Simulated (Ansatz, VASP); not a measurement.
**Two plane-wave programs on Pd**

```xyz
1
Lattice="0.0000 2.0158 2.0158 2.0158 0.0000 2.0158 2.0158 2.0158 0.0000" Properties=species:S:1:pos:R:3 pbc="T T T"
Pd    0.0000    0.0000    0.0000
```

Alike in both runs: functional BLYP; k mesh 14 × 14 × 14; occupations fermi-dirac, width 0.1 eV; no spin polarisation.

Ansatz relaxed the structure, and its values are those at the end. VASP's run is a single point on that final structure, the one shown.

|  | VASP | Ansatz |
| --- | --- | --- |
| version | VASP 6.6.1 | Ansatz 0.2.0 |
| potentials or method | VASP PAW PBE potentials, release 64 (Pd), cutoff 520 eV | plane waves (420 eV) with PAW, scalar-relativistic |
| valence electrons in the cell | 10 | 18 |

|  | VASP | Ansatz | Ansatz less VASP |
| --- | --- | --- | --- |
| pressure (GPa) | 0.3 | 0.0 | -0.29 |

VASP's potentials were made for PBE, not for BLYP. VASP's potentials hold 10 valence electrons a cell and Ansatz's 18, so a difference there can come from the potentials and not from the codes.
